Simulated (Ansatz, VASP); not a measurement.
**Si2W: VASP beside Ansatz**

```
CELL_PARAMETERS angstrom
-1.57812 1.57812 4.61207
1.57812 -1.57812 4.61207
1.57812 1.57812 -4.61207
ATOMIC_POSITIONS crystal
Si 0.33457 0.33457 0.00000
Si 0.66543 0.66543 0.00000
W 0.00000 0.00000 0.00000
```

Alike in both runs: task single point; functional PBE; k mesh 18 × 18 × 18; occupations gaussian, width 0.15 eV; no spin polarisation.

```csv
,VASP,Ansatz
version,VASP 6.6.1,Ansatz 0.2.0
potentials or method,"VASP PAW PBE potentials, release 64 (Si, W_sv), cutoff 520 eV","scalar-relativistic, plane waves, PAW"
valence electrons in the cell,22,22
```

Ansatz gave:

```
gap on the k mesh at the Fermi level (eV)                     : none
pressure (GPa)                                                : -16.0
traceless stress, the component that is largest in VASP (GPa) : -24.35
rms of the force components (eV/Å)                            : 0.328
```

Task: What did VASP give for the same quantities?

Result: gap on the k mesh at the Fermi level (eV): none; pressure (GPa): -15.9; traceless stress, the component that is largest in VASP (GPa): -24.38; rms of the force components (eV/Å): 0.325.

Atom by atom the forces differ by 0.003 eV/Å (rms over components). A gap of «none» marks a metal or a gap that the smearing closes. With one functional, cell and mesh, what is left measures potentials, basis and numerics.

Spin-orbit coupling is off throughout.
